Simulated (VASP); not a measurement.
## GaN: single point with PBE

GaN:

```
Ga N
1.0
     3.15806    0.00000    0.00000
    -1.57903    2.73496    0.00000
     0.00000    0.00000    5.59529
Ga N
2 2
Direct
  0.33333 0.66667 0.98839
  0.66667 0.33333 0.48839
  0.33333 0.66667 0.38661
  0.66667 0.33333 0.88661
```

This cell differs from its parent crystal: strained and its atoms moved.

```json
{
 "Program": "VASP 6.6.1",
 "Task": "single point",
 "Functional": "PBE",
 "Potentials or basis": "VASP PAW PBE potentials, release 64 (Ga_d, N)",
 "Cutoff": "520 eV",
 "k mesh": "12 × 12 × 6",
 "Occupations": "gaussian, width 0.02 eV",
 "Spin": "no spin polarisation",
 "Dipole correction": "no",
 "Further INCAR settings": "ALGO = Normal; EDIFF = 1e-07; NBANDS = 26"
}
```

```
Pressure               : 1.3 GPa
Largest force          : 0.886 eV/Å
Band gap on the k mesh : 1.48 eV, direct
```

Forces in eV/Å, atoms in the order of the input:
```
Ga   0.000  0.000  0.886
Ga   0.000  0.000  0.886
N    0.000  0.000 -0.886
N    0.000  0.000 -0.886
```

Stress tensor (GPa, compression positive):
```
  9.77   0.00   0.00
  0.00   9.77   0.00
  0.00   0.00 -15.78
```

Levels at points of the mesh, in eV from the valence-band top:
```csv
k point,band 14,band 15,band 16,band 17,band 18,band 19,band 20,band 21,band 22,band 23
"(0.00, 0.00, 0.00)",-0.62,-0.62,-0.05,0.00,0.00,1.48,4.47,8.39,9.28,10.37
"(0.50, 0.00, 0.00)",-5.64,-3.41,-2.36,-1.54,-1.28,5.08,5.42,5.59,7.60,9.45
"(0.00, 0.00, 0.50)",-3.76,-0.32,-0.32,-0.32,-0.32,4.10,4.10,7.83,7.83,10.80
"(0.50, 0.00, 0.50)",-6.39,-1.85,-1.85,-1.66,-1.66,4.17,4.17,7.10,7.10,9.64
```

Run time: 36 s on 1 thread of Intel(R) Xeon(R) 6975P-C (Granite Rapids), with other jobs on the host, peak memory 0.21 GiB.

Caveat: the cell differs from its parent crystal (strained and its atoms moved).
